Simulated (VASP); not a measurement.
# Ge (Fd-3m) in VASP: further runs

The runs below take Ge through single point, with PBEsol.

Everything below comes from runs of VASP 6.6.1. Logs are shortened: lines on timing, memory, paths and dates and some standing lists are left out, and cuts for length are marked.

## (1) The cell of the first run

It takes space group Fd-3m (No. 227, cubic). The conventional cell has a = 5.560 Å, b = 5.560 Å, c = 5.560 Å, α = 90.00°, β = 90.00°, γ = 90.00°. Within 3.2 Å of Ge (site symmetry -43m) lie 4 Ge at 2.41 Å.

## (2) Single point, PBEsol (21.48 Å³/atom)

INCAR

```
SYSTEM = Ge
ALGO     = Normal         ! electronic algorithm
EDIFF    = 1E-6           ! SCF threshold, eV
ENCUT    = 520            ! plane-wave cutoff, eV
GGA      = PS             ! functional
ISIF     = 2              ! what is computed and relaxed
ISMEAR   = 0              ! smearing method
LASPH    = .True.         ! aspherical terms in the spheres
LCHARG   = .False.        ! write CHGCAR
LREAL    = .False.        ! projectors in reciprocal space
LWAVE    = .False.        ! write WAVECAR
NBANDS   = 21             ! bands
NELM     = 100            ! most SCF steps
PREC     = Accurate       ! precision mode
SIGMA    = 0.1            ! smearing width, eV
```

KPOINTS

```
k-points
0
Gamma
  14 14 14
  0 0 0
```

POSCAR

```
Ge
1.0
    0.0000000000      2.7799501387      2.7799501387
    2.7799501387      0.0000000000      2.7799501387
    2.7799501387      2.7799501387      0.0000000000
Ge
2
Direct
    0.0000000000      0.0000000000      0.0000000000
    0.2500000000      0.2500000000      0.2500000000
```

Potentials or basis: VASP PAW PBE potentials, release 64 (Ge_d).

The run is started by

```
$ cat potpaw_PBE.64/Ge_d/POTCAR > POTCAR
$ mpirun -np 1 vasp_std > vasp.out
```

OUTCAR:

```text
SYSTEM = Ge
   EDIFF = 1E-6
   ENCUT = 520
   GGA = PS
   ISIF = 2
   ISMEAR = 0
   LASPH = .True.
   LREAL = .False.
   NELM = 100
   PREC = Accurate

 ion  position               nearest neighbor table
   1  0.000  0.000  0.000-   2 2.41   2 2.41   2 2.41   2 2.41
   2  0.250  0.250  0.250-   1 2.41   1 2.41   1 2.41   1 2.41

  LATTYP: Found a face centered cubic cell.
 ALAT       =     5.5599002774

  Lattice vectors:

 A1 = (   0.0000000000,   2.7799501387,   2.7799501387)
 A2 = (   2.7799501387,   0.0000000000,   2.7799501387)
 A3 = (   2.7799501387,   2.7799501387,   0.0000000000)

Analysis of symmetry for initial positions (statically):
=====================================================================
 Subroutine PRICEL returns:
 Original cell was already a primitive cell.

 Routine SETGRP: Setting up the symmetry group for a
 face centered cubic supercell.

 Subroutine GETGRP returns: Found 48 space group operations
 (whereof 24 operations were pure point group operations)
 out of a pool of 48 trial point group operations.

The static configuration has the point symmetry T_d .
 The point group associated with its full space group is O_h .

Analysis of symmetry for dynamics (positions and initial velocities):
=====================================================================
 Subroutine PRICEL returns:
 Original cell was already a primitive cell.

 Routine SETGRP: Setting up the symmetry group for a
 face centered cubic supercell.

 Subroutine GETGRP returns: Found 48 space group operations
 (whereof 24 operations were pure point group operations)
 out of a pool of 48 trial point group operations.

The dynamic configuration has the point symmetry T_d .
 The point group associated with its full space group is O_h .

 Subroutine INISYM returns: Found 48 space group operations
 (whereof 24 operations are pure point group operations),
 and found     1 'primitive' translations

----------------------------------------------------------------------------------------

                                     Primitive cell

  volume of cell :      42.9676

  direct lattice vectors                    reciprocal lattice vectors
     0.000000000  2.779950139  2.779950139    -0.179859341  0.179859341  0.179859341
     2.779950139  0.000000000  2.779950139     0.179859341 -0.179859341  0.179859341
     2.779950139  2.779950139  0.000000000     0.179859341  0.179859341 -0.179859341

  length of vectors
     3.931443189  3.931443189  3.931443189     0.311525517  0.311525517  0.311525517

  position of ions in fractional coordinates (direct lattice)
     0.000000000  0.000000000  0.000000000
     0.250000000  0.250000000  0.250000000

  ion indices of the primitive-cell ions
   primitive index   ion index
                 1           1
                 2           2

----------------------------------------------------------------------------------------

 KPOINTS: k-points

Automatic generation of k-mesh.
 Grid dimensions read from file:
 generate k-points for:   14   14   14

 Generating k-lattice:

  Cartesian coordinates                     Fractional coordinates (reciprocal lattice)
    -0.012847096  0.012847096  0.012847096     0.071428571  0.000000000  0.000000000
     0.012847096 -0.012847096  0.012847096     0.000000000  0.071428571  0.000000000
     0.012847096  0.012847096 -0.012847096     0.000000000  0.000000000  0.071428571

  Length of vectors
     0.022251823  0.022251823  0.022251823

  Shift w.r.t. Gamma in fractional coordinates (k-lattice)
     0.000000000  0.000000000  0.000000000

 Subroutine IBZKPT returns following result:
 ===========================================

 Found    104 irreducible k-points:

 Following reciprocal coordinates:
            Coordinates               Weight
  0.000000  0.000000  0.000000      1.000000
  0.071429  0.000000  0.000000      8.000000
  0.142857  0.000000  0.000000      8.000000
  0.214286  0.000000  0.000000      8.000000
  0.285714  0.000000  0.000000      8.000000
  0.357143  0.000000  0.000000      8.000000
[... 16 lines left out ...]
  0.214286  0.142857  0.000000     24.000000
  0.285714  0.142857  0.000000     24.000000
 [... further k-points ...]
   k-points           NKPTS =    104   k-points in BZ     NKDIM =    104   number of bands    NBANDS=     21
   number of dos      NEDOS =    301   number of ions     NIONS =      2
   total plane-waves  NPLWV =  27000
   dimension x,y,z NGX =    30 NGY =   30 NGZ =   30
   dimension x,y,z NGXF=    60 NGYF=   60 NGZF=   60
   ions per type =               2
   NGX,Y,Z   is equivalent  to a cutoff of  12.69, 12.69, 12.69 a.u.
   NGXF,Y,Z  is equivalent  to a cutoff of  25.37, 25.37, 25.37 a.u.
 SYSTEM =  Ge
   PREC   = accura    normal or accurate (medium, high low for compatibility)
   ISTART =      0    job   : 0-new  1-cont  2-samecut
   ICHARG =      2    charge: 1-file 2-atom 10-const
   ISPIN  =      1    spin polarized calculation?
   LNONCOLLINEAR =      F non collinear calculations
   LSORBIT =      F    spin-orbit coupling
   LASPH  =      T    aspherical Exc in radial PAW
   ENCUT  =  520.0 eV  38.22 Ry    6.18 a.u.   7.31  7.31  7.31*2*pi/ulx,y,z
   NELM   =    100;   NELMIN=  2; NELMDL= -5     # of ELM steps
   EDIFF  = 0.1E-05   stopping-criterion for ELM
   LREAL  =      F    real-space projection
   EDIFFG = 0.1E-04   stopping-criterion for IOM
   NSW    =      0    number of steps for IOM
   IBRION =     -1    ionic relax: 0-MD 1-quasi-New 2-CG
   NFREE  =      0    steps in history (QN), initial steepest desc. (CG)
   ISIF   =      2    stress and relaxation
   ISYM   =      2    0-nonsym 1-usesym 2-fastsym
   POTIM  = 0.5000    time-step for ionic-motion
   TEBEG  =    0.0;   TEEND  =   0.0 temperature during run
   PSTRESS=    0.0 pullay stress
   NELECT =      28.0000    total number of electrons
   NUPDOWN=      -1.0000    fix difference up-down
   EMIN   =  10.00;   EMAX   =-10.00  energy-range for DOS
   EFERMI =   0.00;   METHOD = LEGACY
   ISMEAR =     0;   SIGMA  =   0.10  broadening in eV -4-tet -1-fermi 0-gaus
   EFERMI_NEDOS =   21; number of points for ismear=-14 and -15
   IALGO  =     38    algorithm
   IMIX   =      4    mixing-type and parameters
     AMIX     =   0.40;   BMIX     =  1.00
     AMIX_MAG =   1.60;   BMIX_MAG =  1.00
  volume/ion in A,a.u.               =      21.48       144.98
  Fermi-wavevector in a.u.,A,eV,Ry     =   1.419321  2.682127 27.408541  2.014471
  Thomas-Fermi vector in A             =   2.540353
   LORBIT       =      0    0 simple, 1 ext, 2 COOP (PROOUT), +10 PAW based schemes
   GGA     = PS    functional components
   LHFCALC =     F    Hartree Fock is set to
   AEXX    =    0.0000 exact exchange contribution
   IVDW    =     0    specifies the selected vdW correction
   LEPSILON=     F    determine dielectric tensor
   LRPA    =     F    only Hartree local field effects (RPA)
 non-spin polarized calculation
 Gauss-broadening in eV      SIGMA  =   0.10
  energy-cutoff  :      520.00
  volume of cell :       42.97
 maximum number of plane-waves:      1185
 NGX is ok and might be reduce to    30
   NGX = 15   NGY = 15   NGZ = 15

 number of electron      28.0000006 magnetization

 Free energy of the ion-electron system (eV)
  ---------------------------------------------------
  ext. energy  EPLUGINS =         0.00000000
  ---------------------------------------------------
  free energy    TOTEN  =        -9.83633223 eV

  energy without entropy =       -9.83631030  energy(sigma->0) =       -9.83632126

 E-fermi :   5.5211     XC(G=0): -10.3798

 val. band max:        5.3854486674   @ k =   0.0000   0.0000   0.0000
 cond. band min:       5.6735121421   @ k =   0.5000   0.0000   0.0000
 fundamental gap:      0.2880634746
 Fermi energy:         5.5211012330

 k-point     1 :       0.0000    0.0000    0.0000
  band No.  band energies     occupation
      1     -19.4593      2.00000
      2     -19.4593      2.00000
      3     -19.4593      2.00000
      4     -19.4184      2.00000
      5     -19.4184      2.00000
      6     -19.1760      2.00000
[... 13 lines left out ...]
     20      15.0109      0.00000
     21      15.0109      0.00000

 k-point     2 :       0.0714    0.0000    0.0000
  band No.  band energies     occupation
      1     -19.4632      2.00000
      2     -19.4632      2.00000
      3     -19.4584      2.00000
      4     -19.4132      2.00000
      5     -19.4132      2.00000
      6     -19.1814      2.00000
[... 13 lines left out ...]
     20      14.4790      0.00000
     21      14.4790      0.00000

 k-point     3 :       0.1429    0.0000    0.0000
  band No.  band energies     occupation
      1     -19.4707      2.00000
      2     -19.4707      2.00000
      3     -19.4557      2.00000
      4     -19.4021      2.00000
      5     -19.4021      2.00000
      6     -19.1910      2.00000
[... 13 lines left out ...]
     20      13.8859      0.00000
     21      13.8859      0.00000

 k-point     4 :       0.2143    0.0000    0.0000
  band No.  band energies     occupation
      1     -19.4776      2.00000
      2     -19.4776      2.00000
      3     -19.4518      2.00000
      4     -19.3903      2.00000
      5     -19.3903      2.00000
      6     -19.2000      2.00000
[... 13 lines left out ...]
     20      13.6703      0.00000
     21      13.6703      0.00000

 k-point     5 :       0.2857    0.0000    0.0000
  band No.  band energies     occupation
      1     -19.4825      2.00000
      2     -19.4825      2.00000
      3     -19.4474      2.00000
      4     -19.3807      2.00000
      5     -19.3807      2.00000
      6     -19.2068      2.00000
[... 13 lines left out ...]
     20      13.9691      0.00000
     21      13.9691      0.00000

 k-point     6 :       0.3571    0.0000    0.0000
  band No.  band energies     occupation
      1     -19.4854      2.00000
      2     -19.4854      2.00000
      3     -19.4434      2.00000
      4     -19.3744      2.00000
      5     -19.3744      2.00000
      6     -19.2108      2.00000
[... 13 lines left out ...]
     20      14.7599      0.00000
     21      14.7599      0.00000

 k-point     7 :       0.4286    0.0000    0.0000
  band No.  band energies     occupation
      1     -19.4867      2.00000
      2     -19.4867      2.00000
      3     -19.4406      2.00000
      4     -19.3711      2.00000
      5     -19.3711      2.00000
      6     -19.2125      2.00000
[... 13 lines left out ...]
     20      15.8884      0.00000
     21      15.8884      0.00000
[... 291 lines left out ...]
      1     -19.4781      2.00000
      2     -19.4708      2.00000
      3     -19.4547      2.00000
      4     -19.3996      2.00000
      5     -19.3901      2.00000
      6     -19.2050      2.00000
[... 13 lines left out ...]
     20      13.4351      0.00000
     21      14.0697      0.00000

 k-point    21 :      -0.0714    0.0714    0.0000
  band No.  band energies     occupation
      1     -19.4703      2.00000
      2     -19.4639      2.00000
      3     -19.4588      2.00000
      4     -19.4090      2.00000
      5     -19.4032      2.00000
      6     -19.1934      2.00000
[... 13 lines left out ...]
     20      13.7045      0.00000
     21      14.2814      0.00000

 k-point    22 :       0.1429    0.1429    0.0000
  band No.  band energies     occupation
      1     -19.4697      2.00000
      2     -19.4675      2.00000
      3     -19.4675      2.00000
      4     -19.4048      2.00000
      5     -19.3841      2.00000
      6     -19.2230      2.00000
[... 13 lines left out ...]
     20      13.3636      0.00000
     21      15.3674      0.00000

 k-point    23 :       0.2143    0.1429    0.0000
  band No.  band energies     occupation
      1     -19.4787      2.00000
      2     -19.4724      2.00000
      3     -19.4625      2.00000
      4     -19.3960      2.00000
      5     -19.3701      2.00000
      6     -19.2382      2.00000
[... 13 lines left out ...]
     20      14.1741      0.00000
     21      15.2584      0.00000

 k-point    24 :       0.2857    0.1429    0.0000
  band No.  band energies     occupation
      1     -19.4881      2.00000
      2     -19.4780      2.00000
      3     -19.4533      2.00000
      4     -19.3853      2.00000
      5     -19.3577      2.00000
      6     -19.2496      2.00000
[... 13 lines left out ...]
     20      14.7719      0.00000
     21      15.2991      0.00000

 [... further k-points ...]

------------------------ aborting loop because EDIFF is reached ----------------------------------------

  FORCE on cell =-STRESS in cart. coord.  units (eV):
  Direction    XX          YY          ZZ          XY          YZ          ZX
  --------------------------------------------------------------------------------------
  -------------------------------------------------------------------------------------
  Total        1.2726475      1.2726475      1.2726475      0.0000000     -0.0000000      0.0000000
  in kB       47.4545318     47.4545318     47.4545318      0.0000000     -0.0000000      0.0000000
  external PRESSURE =      47.4545318 kB  Pullay stress =       0.0000000 kB

 VOLUME and BASIS-vectors are now :
 -----------------------------------------------------------------------------
  energy-cutoff  :      520.00
  volume of cell :       42.97
      direct lattice vectors                 reciprocal lattice vectors
     0.000000000  2.779950139  2.779950139    -0.179859341  0.179859341  0.179859341
     2.779950139  0.000000000  2.779950139     0.179859341 -0.179859341  0.179859341
     2.779950139  2.779950139  0.000000000     0.179859341  0.179859341 -0.179859341

 POSITION                                       TOTAL-FORCE (eV/Angst)
 -----------------------------------------------------------------------------------
      0.00000      0.00000      0.00000        -0.000000     -0.000000     -0.000000
      1.38998      1.38998      1.38998         0.000000      0.000000      0.000000
 -----------------------------------------------------------------------------------
    total drift:                                0.000000      0.000000      0.000000

  FREE ENERGIE OF THE ION-ELECTRON SYSTEM (eV)
  ---------------------------------------------------
  free  energy   TOTEN  =        -9.8363322252 eV

  energy  without entropy=       -9.8363102994  energy(sigma->0) =       -9.83632126
```

Wall time 2.2 min (1 thread of Intel Xeon 8259CL, shared host); peak memory 0.21 GiB.

What came out:

```yaml
Free_energy: -9.8363 eV
Pressure: 4.7 GPa
Band_gap_on_the_k_mesh: 0.29 eV (least direct gap 0.48 eV)
```

Levels at points of the mesh, in eV from the valence-band top:
```tsv
k point	band 11	band 12	band 13	band 14	band 15	band 16	band 17	band 18
(0.00, 0.00, 0.00)	-13.21	0.00	0.00	0.00	0.48	2.55	2.55	2.55
(0.50, 0.00, 0.00)	-10.98	-7.88	-1.49	-1.49	0.29	3.74	3.74	6.98
(0.50, 0.50, 0.00)	-9.11	-9.11	-3.28	-3.28	0.59	0.59	9.93	9.93
```

Caveat: the cell stands under pressure; the PAW data sets were made with another functional, which shifts forces and pressure a little. A k mesh can miss the band edges.

## (3) Single point, PBEsol (22.17 Å³/atom)

This run uses another cell than the first one, of 22.17 Å³/atom.

INCAR

```
SYSTEM = Ge
ALGO = Normal
EDIFF = 1E-6
ENCUT = 520
GGA = PS
ISIF = 2
ISMEAR = 0
LASPH = .TRUE.
LCHARG = .FALSE.
LREAL = .FALSE.
LWAVE = .FALSE.
NBANDS = 21
NELM = 60
PREC = Accurate
SIGMA = 0.1
```

KPOINTS

```
k-points
0
G
  14 14 14
  0 0 0
```

POSCAR

```
Ge
1.0
    0.0000000000      2.8092149224      2.8092149224
    2.8092149224      0.0000000000      2.8092149224
    2.8092149224      2.8092149224      0.0000000000
Ge
2
Direct
    0.0000000000      0.0000000000      0.0000000000
    0.2500000000      0.2500000000      0.2500000000
```

Potentials or basis: VASP PAW PBE potentials, release 64 (Ge_d).

The run is started by

```
$ cat potpaw_PBE.64/Ge_d/POTCAR > POTCAR
$ mpirun -np 1 vasp_std > vasp.out
```

It took 1.9 min on 1 thread of Intel Xeon 8259CL, shared host; peak memory 0.22 GiB.

It converged, with:

```yaml
Free_energy: -9.8658 eV
Pressure: 1.8 GPa
Band_gap_on_the_k_mesh: 0.19 eV
```

Levels at points of the mesh, in eV from the valence-band top:
| k point | band 10 | band 11 | band 12 | band 13 | band 14 | band 15 | band 16 | band 17 | band 18 | band 19 |
| --- | --- | --- | --- | --- | --- | --- | --- | --- | --- | --- |
| (0.00, 0.00, 0.00) | -24.52 | -12.96 | 0.00 | 0.00 | 0.00 | 0.19 | 2.54 | 2.54 | 2.54 | 6.27 |
| (0.50, 0.00, 0.00) | -24.49 | -10.81 | -7.73 | -1.44 | -1.44 | 0.19 | 3.72 | 3.72 | 6.97 | 10.57 |
| (0.50, 0.50, 0.00) | -24.47 | -8.98 | -8.98 | -3.16 | -3.16 | 0.64 | 0.64 | 9.67 | 9.67 | 11.73 |

Caveat: the PAW data sets were made with another functional, which shifts forces and pressure a little. A k mesh can miss the band edges.

## (4) Single point, PBEsol (23.54 Å³/atom)

This run uses another cell than the first one, of 23.54 Å³/atom.

INCAR

```
SYSTEM = Ge
PREC = Accurate
ENCUT = 520
EDIFF = 1E-6
ISMEAR = 0
SIGMA = 0.1
LREAL = .False.
LASPH = .True.
NELM = 100
ALGO = Normal
ISIF = 2
LWAVE = .False.
LCHARG = .False.
GGA = PS
NBANDS = 21
```

KPOINTS

```
regular mesh
0
Gamma
  14 14 14
  0 0 0
```

POSCAR

```
Ge
1.0
    0.0000000000      2.8659820333      2.8659820333
    2.8659820333      0.0000000000      2.8659820333
    2.8659820333      2.8659820333      0.0000000000
Ge
2
Direct
    0.0000000000      0.0000000000      0.0000000000
    0.2500000000      0.2500000000      0.2500000000
```

The run is started by

```
$ cat potpaw_PBE.64/Ge_d/POTCAR > POTCAR
$ mpirun -np 1 vasp_std > vasp.out
```

It took 2 min on 1 thread of Intel Xeon 8259CL, shared host; peak memory 0.22 GiB.

It converged, with:

```
Free energy            : -9.8662 eV
Pressure               : -2.3 GPa
Band gap on the k mesh : zero (filled and empty bands touch)
```

Levels at points of the mesh, in eV from the Fermi level:
```csv
k point,band 12,band 13,band 14,band 15,band 16,band 17
"(0.00, 0.00, 0.00)",-0.34,0.02,0.02,0.02,2.53,2.53
"(0.50, 0.00, 0.00)",-7.44,-1.33,-1.33,0.02,3.71,3.71
"(0.50, 0.50, 0.00)",-8.74,-2.94,-2.94,0.73,0.73,9.19
```

Caveat: semilocal functionals underestimate gaps, so a narrow gap can read as zero; the PAW data sets were made with another functional, which shifts forces and pressure a little.

## (5) Summary

| cell | gap on the mesh (eV) | pressure (GPa) |
| --- | --- | --- |
| a = 3.931 Å, angles 60.0°, 2 atoms | 0.29 | 4.7 |
| a = 3.973 Å, angles 60.0°, 2 atoms | 0.19 | 1.8 |
| a = 4.053 Å, angles 60.0°, 2 atoms | none | -2.3 |

Alike in all rows: task single point; level PBEsol; potentials or basis VASP PAW PBE potentials, release 64 (Ge_d); no spin polarisation; k mesh 14 × 14 × 14; cutoff (eV) 520; smearing gaussian 0.1 eV.

Caveats: the PAW data sets were made with another functional, which shifts forces and pressure a little; the cell stands under pressure (at least some runs); semilocal functionals underestimate gaps, so a narrow gap can read as zero (at least some runs).

Total energies depend on the potentials used, so only differences within one code and one set of settings carry meaning.
